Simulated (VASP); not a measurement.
# Mg in VASP: settings compared

Mg is run at these levels: B3LYP, r2SCAN; tasks: single point.

All numbers are computed with VASP 6.6.1; they aren't measurements. Logs are shortened: lines on timing, memory, paths and dates and some standing lists are left out, and cuts for length are marked.

## Step 1: The cell of the first run

Symmetry: Fm-3m, No. 225, cubic system. Conventional cell: a = 4.489 Å, b = 4.489 Å, c = 4.489 Å, α = 90.00°, β = 90.00°, γ = 90.00°. Within 4.2 Å of Mg (site symmetry m-3m) lie 12 Mg at 3.17 Å.

This isn't the form of Mg at room conditions, which is hcp.

## Step 2: Single point, B3LYP

Input file POSCAR:

```
Mg
1.0
    0.0000000000      2.2442560000      2.2442560000
    2.2442560000      0.0000000000      2.2442560000
    2.2442560000      2.2442560000      0.0000000000
Mg
1
Direct
    0.0000000000      0.0000000000      0.0000000000
```

Input file INCAR.step1:

```
ALGO = Normal ; EDIFF = 1E-5
ENCUT = 520 ; GGA = PE
ISIF = 2 ; ISMEAR = -1
LASPH = True ; LCHARG = False
LREAL = False ; LWAVE = True
NBANDS = 7 ; NELM = 80
PREC = Accurate ; SIGMA = 0.05
```

Input file INCAR.step2:

```
AEXX = 0.2 ; AGGAC = 0.81
AGGAX = 0.72 ; ALDAC = 0.19
ALGO = Normal ; EDIFF = 1E-6
ENCUT = 520 ; GGA = B3
ISIF = 2 ; ISMEAR = -1
ISTART = 1 ; LASPH = True
LCHARG = False ; LHFCALC = True
LREAL = False ; LWAVE = False
NBANDS = 7 ; NELM = 80
PREC = Accurate ; PRECFOCK = Normal
SIGMA = 0.05
```

Input file KPOINTS:

```
k-points
0
Gamma
  7 7 7
```

Potentials or basis: VASP PAW PBE potentials, release 64 (Mg).

On the command line:

```bash
> cat potpaw_PBE.64/Mg/POTCAR > POTCAR
> cp INCAR.step1 INCAR
> mpirun -np 1 vasp_std > vasp.out
> cp INCAR.step2 INCAR
> mpirun -np 1 vasp_std > vasp.out
```

OUTCAR:

```text
AEXX = 0.2
   EDIFF = 1E-6
   ENCUT = 520
   GGA = B3
   ISIF = 2
   ISMEAR = -1
   ISTART = 1
   LASPH = True
   LHFCALC = True
   LREAL = False
   NELM = 80
   PREC = Accurate
   PRECFOCK = Normal

 ion  position               nearest neighbor table
   1  0.000  0.000  0.000-

  LATTYP: Found a face centered cubic cell.
 ALAT       =     4.4885120000

  Lattice vectors:

 A1 = (   0.0000000000,   2.2442560000,   2.2442560000)
 A2 = (   2.2442560000,   0.0000000000,   2.2442560000)
 A3 = (   2.2442560000,   2.2442560000,   0.0000000000)

Analysis of symmetry for initial positions (statically):
=====================================================================
 Subroutine PRICEL returns:
 Original cell was already a primitive cell.

 Routine SETGRP: Setting up the symmetry group for a
 face centered cubic supercell.

 Subroutine GETGRP returns: Found 48 space group operations
 (whereof 48 operations were pure point group operations)
 out of a pool of 48 trial point group operations.

The static configuration has the point symmetry O_h .

Analysis of symmetry for dynamics (positions and initial velocities):
=====================================================================
 Subroutine PRICEL returns:
 Original cell was already a primitive cell.

 Routine SETGRP: Setting up the symmetry group for a
 face centered cubic supercell.

 Subroutine GETGRP returns: Found 48 space group operations
 (whereof 48 operations were pure point group operations)
 out of a pool of 48 trial point group operations.

The dynamic configuration has the point symmetry O_h .

 Subroutine INISYM returns: Found 48 space group operations
 (whereof 48 operations are pure point group operations),
 and found     1 'primitive' translations

----------------------------------------------------------------------------------------

                                     Primitive cell

  volume of cell :      22.6072

  direct lattice vectors                    reciprocal lattice vectors
     0.000000000  2.244256000  2.244256000    -0.222790983  0.222790983  0.222790983
     2.244256000  0.000000000  2.244256000     0.222790983 -0.222790983  0.222790983
     2.244256000  2.244256000  0.000000000     0.222790983  0.222790983 -0.222790983

  length of vectors
     3.173857273  3.173857273  3.173857273     0.385885302  0.385885302  0.385885302

  position of ions in fractional coordinates (direct lattice)
     0.000000000  0.000000000  0.000000000
[... 79 lines left out ...]
   POTIM  = 0.5000    time-step for ionic-motion
   TEBEG  =    0.0;   TEEND  =   0.0 temperature during run
   PSTRESS=    0.0 pullay stress
   NELECT =       2.0000    total number of electrons
   NUPDOWN=      -1.0000    fix difference up-down
   EMIN   =  10.00;   EMAX   =-10.00  energy-range for DOS
   EFERMI =   0.00;   METHOD = LEGACY
   ISMEAR =    -1;   SIGMA  =   0.05  broadening in eV -4-tet -1-fermi 0-gaus
   EFERMI_NEDOS =   21; number of points for ismear=-14 and -15
   IALGO  =     38    algorithm
   IMIX   =      1    mixing-type and parameters
     AMIX     =   0.40;   BMIX     =  1.00
     AMIX_MAG =   1.60;   BMIX_MAG =  1.00
  volume/ion in A,a.u.               =      22.61       152.56
  Fermi-wavevector in a.u.,A,eV,Ry     =   0.729462  1.378483  7.239854  0.532114
  Thomas-Fermi vector in A             =   1.821189
   LORBIT       =      0    0 simple, 1 ext, 2 COOP (PROOUT), +10 PAW based schemes
   GGA     = B3    functional components
   LHFCALC =     T    Hartree Fock is set to
   PRECFOCK=normal    Normal, Fast or Accurate (Low or Medium for compatibility)
   ENCUT4O =  -1.0   cutoff for four orbital integrals eV
   NKREDX  =     1    reduce k-point grid by
   NKREDY  =     1    reduce k-point grid by
   NKREDZ  =     1    reduce k-point grid by
   AEXX    =    0.2000 exact exchange contribution
   HFSCREEN=    0.0000 screening length (either q_TF or 0.3 A-1)
   HFSCREENC=   0.0000 screening length for correlation (either q_TF or 0.3 A-1)
   ENCUTFOCK=  -1.0 apply spherical cutoff to Coloumb kernel
   IVDW    =     0    specifies the selected vdW correction
   LEPSILON=     F    determine dielectric tensor
   LRPA    =     F    only Hartree local field effects (RPA)
 non-spin polarized calculation
  energy-cutoff  :      520.00
  volume of cell :       22.61
 maximum number of plane-waves:       620
  NGX = 18; NGY = 18; NGZ = 18

 number of electron       2.0000000 magnetization

 Free energy of the ion-electron system (eV)
  ---------------------------------------------------
  ext. energy  EPLUGINS =         0.00000000
  ---------------------------------------------------
  free energy    TOTEN  =        -0.88252882 eV

  energy without entropy =       -0.88240979  energy(sigma->0) =       -0.88246930

 E-fermi :   3.0095     XC(G=0):  -6.8532

 val. band max:        2.7101492161   @ k =  -0.4286   0.4286   0.0000
 cond. band min:       3.2884295959   @ k =   0.4286   0.0000   0.0000
 fundamental gap:      0.5782803798
 Fermi energy:         3.0094560831

 k-point     1 :       0.0000    0.0000    0.0000
  band No.  band energies     occupation
      1      -5.2792      2.00000
      2      16.3392      0.00000
      3      16.3392      0.00000
      4      16.3392      0.00000
      5      18.3263      0.00000
      6      18.3263      0.00000
      7      18.3263      0.00000
[... 181 lines left out ...]
 k-point    20 :      -0.2857    0.4286    0.1429
  band No.  band energies     occupation
      1       4.8163      0.00000
      2       5.3862      0.00000
      3       6.5971      0.00000
      4       9.2509      0.00000
      5      16.8540      0.00000
      6      20.7322      0.00000
      7      20.9380      0.00000

------------------------ aborting loop because EDIFF is reached ----------------------------------------

  FORCE on cell =-STRESS in cart. coord.  units (eV):
  Direction    XX          YY          ZZ          XY          YZ          ZX
  --------------------------------------------------------------------------------------
  -------------------------------------------------------------------------------------
  Total        0.1318336      0.1318336      0.1318336      0.0000000     -0.0000000     -0.0000000
  in kB        9.3430654      9.3430654      9.3430654      0.0000000     -0.0000000     -0.0000000
  external PRESSURE =       9.3430654 kB  Pullay stress =       0.0000000 kB

 VOLUME and BASIS-vectors are now :
 -----------------------------------------------------------------------------
  energy-cutoff  :      520.00
  volume of cell :       22.61
      direct lattice vectors                 reciprocal lattice vectors
     0.000000000  2.244256000  2.244256000    -0.222790983  0.222790983  0.222790983
     2.244256000  0.000000000  2.244256000     0.222790983 -0.222790983  0.222790983
     2.244256000  2.244256000  0.000000000     0.222790983  0.222790983 -0.222790983

 POSITION                                       TOTAL-FORCE (eV/Angst)
 -----------------------------------------------------------------------------------
      0.00000      0.00000      0.00000        -0.000000      0.000000     -0.000000
 -----------------------------------------------------------------------------------
    total drift:                                0.000000     -0.000000      0.000000

  FREE ENERGIE OF THE ION-ELECTRON SYSTEM (eV)
  ---------------------------------------------------
  free  energy   TOTEN  =        -0.8825288170 eV

  energy  without entropy=       -0.8824097910  energy(sigma->0) =       -0.88246930
```

OUTCAR.step1:

```text
EDIFF = 1E-5
   ENCUT = 520
   GGA = PE
   ISIF = 2
   ISMEAR = -1
   LASPH = True
[... 407 lines left out ...]

 POSITION                                       TOTAL-FORCE (eV/Angst)
 -----------------------------------------------------------------------------------
      0.00000      0.00000      0.00000         0.000000     -0.000000     -0.000000
 -----------------------------------------------------------------------------------
    total drift:                               -0.000000      0.000000      0.000000

  FREE ENERGIE OF THE ION-ELECTRON SYSTEM (eV)
  ---------------------------------------------------
  free  energy   TOTEN  =        -1.5193582707 eV

  energy  without entropy=       -1.5158668048  energy(sigma->0) =       -1.51761254
```

It took 3.6 min on 1 thread of AMD EPYC 7R43 (Zen 3), shared host; peak memory 0.12 GiB.

Results:

| Property | Result |
| --- | --- |
| Free energy | -0.8825 eV |
| Pressure | 0.9 GPa |
| Band gap on the k mesh | zero (bands 1 and 2 overlap by 2.70 eV) |

Levels at points of the mesh, in eV from the Fermi level:
```csv
k point,band 1,band 2,band 3,band 4,band 5,band 6
"(0.00, 0.00, 0.00)",-8.29,13.33,13.33,13.33,15.32,15.32
```

Caveat: the PAW data sets were made with another functional, which shifts forces and pressure a little.

## Step 3: Single point, r2SCAN, collinear spin, zero start

Input file POSCAR:

```
Mg
1.0
   -0.0026370000      2.2594200000      2.2198390000
    2.2589740000     -0.0468200000      2.2640220000
    2.1946270000      2.2392550000      0.0175270000
Mg
1
Direct
    0.0084570000      0.0403450000     -0.0193870000
```

Input file INCAR.step1:

```
SYSTEM = Mg
ALGO = Normal ; EDIFF = 1E-4
ENCUT = 520 ; GGA = PE
ISMEAR = -1 ; ISPIN = 2
LASPH = .TRUE. ; LCHARG = .FALSE.
LREAL = .FALSE. ; LWAVE = .TRUE.
MAGMOM = 0 ; NBANDS = 11
NELM = 150 ; PREC = Accurate
SIGMA = 0.1
```

Input file INCAR.step2:

```
SYSTEM = Mg
ALGO = Normal ; EDIFF = 1E-7
ENCUT = 520 ; ISIF = 2
ISMEAR = -1 ; ISPIN = 2
ISTART = 1 ; LASPH = .TRUE.
LCHARG = .FALSE. ; LMIXTAU = .TRUE.
LORBIT = 11 ; LREAL = .FALSE.
LWAVE = .FALSE. ; MAGMOM = 0
METAGGA = R2SCAN ; NBANDS = 11
NELM = 150 ; PREC = Accurate
SIGMA = 0.1
```

Input file KPOINTS:

```
k-points
0
G
  8 8 8
  0 0 0
```

Potentials or basis: VASP PAW PBE potentials, release 64 (Mg).

On the command line:

```bash
> cat potpaw_PBE.64/Mg/POTCAR > POTCAR
> cp INCAR.step1 INCAR
> mpirun -np 1 vasp_std > vasp.out
> cp INCAR.step2 INCAR
> mpirun -np 1 vasp_std > vasp.out
```

Run time: 10 min. Hardware: 1 thread of AMD EPYC 7R43 (Zen 3), shared host; peak memory 0.18 GiB.

It converged, with:

```
Free energy                                           : -4.1375 eV
Pressure                                              : 0.1 GPa
Band gap on the k mesh                                : zero (filled and empty bands overlap)
Net moment                                            : 0.00 μB per cell
Valence electrons inside the program's atomic spheres : Mg 0.34
```

Stress tensor (GPa, compression positive):
```
 0.17  0.75 -0.57
 0.75 -0.33  0.75
-0.57  0.75  0.30
```

Levels at points of the mesh, in eV from the Fermi level:
Spin up:
| k point | band 1 | band 2 | band 3 | band 4 | band 5 |
| --- | --- | --- | --- | --- | --- |
| (0.00, 0.00, 0.00) | -7.30 | 12.77 | 13.58 | 13.97 | 14.73 |
| (0.50, 0.00, 0.00) | -1.78 | -1.04 | 11.93 | 12.51 | 13.12 |
| (0.00, 0.50, 0.00) | -1.99 | -1.42 | 12.33 | 12.89 | 13.56 |
| (0.50, 0.50, 0.00) | -0.06 | 1.13 | 6.53 | 7.16 | 8.10 |
| (0.00, 0.00, 0.50) | -1.67 | -0.87 | 11.79 | 12.26 | 12.88 |
| (0.50, 0.00, 0.50) | -0.31 | 0.86 | 6.74 | 7.48 | 8.36 |
| (0.00, 0.50, 0.50) | -0.03 | 1.17 | 6.54 | 7.41 | 7.77 |
| (0.50, 0.50, 0.50) | -1.77 | -1.03 | 11.62 | 12.66 | 12.75 |
Spin down:
```
           k point  band 1  band 2  band 3  band 4
(0.00, 0.00, 0.00)   -7.30   12.77   13.58   13.97
(0.50, 0.00, 0.00)   -1.78   -1.04   11.93   12.51
(0.00, 0.50, 0.00)   -1.99   -1.42   12.33   12.89
(0.50, 0.50, 0.00)   -0.06    1.13    6.53    7.16
(0.00, 0.00, 0.50)   -1.67   -0.87   11.79   12.26
(0.50, 0.00, 0.50)   -0.31    0.86    6.74    7.48
(0.00, 0.50, 0.50)   -0.03    1.17    6.54    7.41
(0.50, 0.50, 0.50)   -1.77   -1.03   11.62   12.66
```

Caveat: the PAW data sets were made with another functional, which shifts forces and pressure a little.

The gap in the log of VASP goes by the Fermi energy; the results here count the filled bands.